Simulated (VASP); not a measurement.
Write the native input for VASP 6.6.1 that does the following.

```
Task                   : single point
Functional             : PBE
Dispersion             : D3(BJ)
Potentials or basis    : VASP PAW PBE potentials, release 64 (B, N)
Cutoff                 : 520 eV
k mesh                 : 12 × 12 × 1
Occupations            : gaussian, width 0.02 eV
Spin                   : no spin polarisation
Dipole correction      : yes
Further INCAR settings : ALGO = Normal; EDIFF = 1e-07; NBANDS = 11
```

The structure of BN lies in POSCAR:

```
BN
1.0
    2.4800000000      0.0000000000      0.0000000000
   -1.2400000000      2.1477430014      0.0000000000
    0.0000000000      0.0000000000     26.0000000000
B N
1 1
Direct
    0.0000000000      0.0000000000      0.5000000000
    0.6666666667      0.3333333333      0.5000000000
```

These files were run (other wordings do the same):

INCAR

```
  PREC = Accurate
  ENCUT = 520
  EDIFF = 1E-7
  ISMEAR = 0
  SIGMA = 0.02
  LREAL = False
  LASPH = True
  NELM = 60
  ALGO = Normal
  ISIF = 2
  LWAVE = False
  LCHARG = False
  LDIPOL = True
  IDIPOL = 3
  DIPOL = 0.5 0.5 0.500
  GGA = PE
  IVDW = 12
  NBANDS = 11
```

KPOINTS

```
Automatic mesh
0
Gamma
  12 12 1
```

Potentials or basis: VASP PAW PBE potentials, release 64 (B, N).

Command:

```bash
$ cat potpaw_PBE.64/B/POTCAR potpaw_PBE.64/N/POTCAR > POTCAR
$ mpirun -np 1 vasp_std > vasp.out
```

It gave:

| Quantity | Value |
| --- | --- |
| Band gap on the k mesh | 4.65 eV, indirect (least direct gap 4.76 eV) |
| Dispersion energy per atom | -0.079 eV |

It took 39 s on 1 thread of Intel(R) Xeon(R) Platinum 8259CL CPU @ 2.50GHz (Skylake/Cascade Lake) (shared host), peak memory 0.24 GiB.
